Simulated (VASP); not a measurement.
Crystal: Y4Pb3.

```
CELL_PARAMETERS angstrom
5.33882 0.00000 0.00000
0.00000 5.33882 0.00000
0.00000 0.00000 5.33882
ATOMIC_POSITIONS crystal
Y 0.50000 0.50000 0.50000
Y 0.50000 0.00000 0.00000
Y 0.00000 0.50000 0.00000
Y 0.00000 0.00000 0.50000
Pb 0.50000 0.50000 0.00000
Pb 0.00000 0.50000 0.50000
Pb 0.50000 0.00000 0.50000
```

| Quantity | Value |
| --- | --- |
| Program | VASP 6.6.1 |
| Task | relaxation of cell and atoms |
| Functional | PBE |
| Potentials or basis | VASP PAW PBE potentials, release 64 (Y_sv, Pb_d) |
| Cutoff | 600 eV |
| k mesh | 4 × 4 × 4 |
| Occupations | gaussian, width 0.1 eV |
| Spin | no spin polarisation |

At the start: pressure 55.3 GPa; volume 21.74 Å³/atom.

Problem. How do energy, volume and symmetry change on relaxing?

Solution. Over 5 steps the energy falls by 1459.6 meV/atom and the volume is 34.23 Å³/atom (+57.5 %); space group Pm-3m (No. 221, to 0.05 Å).

The path:
| step | energy change (eV) | largest force (eV/Å) | pressure (GPa) | volume (Å³) |
| --- | --- | --- | --- | --- |
| 1 | 0.0000 | 0.0000 | 55.35 | 152.17 |
| 2 | -4.7031 | 0.0000 | -7.94 | 384.72 |
| 3 | -10.2015 | 0.0000 | -0.95 | 244.89 |
| 4 | -10.2140 | 0.0000 | -0.44 | 242.00 |
| 5 | -10.2172 | 0.0000 | 0.01 | 239.63 |

Final structure:
```
CELL_PARAMETERS angstrom
6.21130 0.00000 0.00000
0.00000 6.21130 0.00000
0.00000 0.00000 6.21130
ATOMIC_POSITIONS crystal
Y 0.50000 0.50000 0.50000
Y 0.50000 0.00000 0.00000
Y 0.00000 0.50000 0.00000
Y 0.00000 0.00000 0.50000
Pb 0.50000 0.50000 0.00000
Pb 0.00000 0.50000 0.50000
Pb 0.50000 0.00000 0.50000
```

Caveat: the volume moved by over 15 % at a fixed basis, so the end points are rough.
